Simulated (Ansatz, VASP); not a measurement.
Two plane-wave programs on FeO

INCAR

```
SYSTEM = FeO
PREC = Accurate
ENCUT = 520
EDIFF = 1E-6
ISMEAR = 0
SIGMA = 0.05
LREAL = .False.
LASPH = .True.
NELM = 150
ALGO = Normal
ISIF = 2
LWAVE = .False.
LCHARG = .False.
ISPIN = 2
MAGMOM = 3.8 0
LORBIT = 11
LMAXMIX = 4
GGA = PE
NBANDS = 18
```

KPOINTS

```
regular mesh
0
Gamma
  14 14 14
  0 0 0
```

The input POSCAR:

```
FeO
1.0
    0.0000000000      2.1826077597      2.1826077597
    2.1826077597      0.0000000000      2.1826077597
    2.1826077597      2.1826077597      0.0000000000
Fe O
1 1
Direct
    0.0000000000      0.0000000000      0.0000000000
    0.5000000000      0.5000000000      0.5000000000
```

Input for Ansatz:

```yaml
crystal:
  lattice:
    - [0.0, 2.1826077597, 2.1826077597]
    - [2.1826077597, 0.0, 2.1826077597]
    - [2.1826077597, 2.1826077597, 0.0]
  atoms:
    - { symbol: Fe, position: [0.0, 0.0, 0.0], spin: 3.8 }
    - { symbol: O, position: [0.5, 0.5, 0.5] }
basis:
  ecutwfc: 420
  ecutrho_ratio: 4
kpoints:
  mp_grid: { grid: [14, 14, 14] }
hamiltonian:
  xc: pbe
scf:
  occupations: { method: gaussian, width: 0.05 }
output:
  forces: true
  stress: true
  eigenvalues: true
  populations: true
  write_density: true
  write_potential: true
  elf: true
  volumetric_format: npy
magnetization:
  spin_polarized: true
```

Alike in both runs: task single point; functional PBE; k mesh 14 × 14 × 14; occupations gaussian, width 0.05 eV; collinear spin.

|  | VASP | Ansatz |
| --- | --- | --- |
| version | VASP 6.6.1 | Ansatz 0.2.0 |
| potentials or method | VASP PAW PBE potentials, release 64 (Fe, O), cutoff 520 eV | scalar-relativistic, plane waves, PAW |
| valence electrons in the cell | 14 | 22 |

```tsv
	VASP	Ansatz	Ansatz less VASP
gap on the k mesh at the Fermi level (eV)	none	none	-
pressure (GPa)	-6.7	-6.7	+0.06
net moment per atom (μB)	2.00	2.00	0.000
size of the moment on the site where the two differ most (μB)	3.62	3.47	-0.157
```

Site moments also hang on the region over which each program counts them. A gap of «none» marks a metal or a gap that the smearing closes. With one functional, cell and mesh, what is left measures potentials, basis and numerics. VASP's potentials hold 14 valence electrons a cell and Ansatz's 22, so a difference there can come from the potentials and not from the codes.
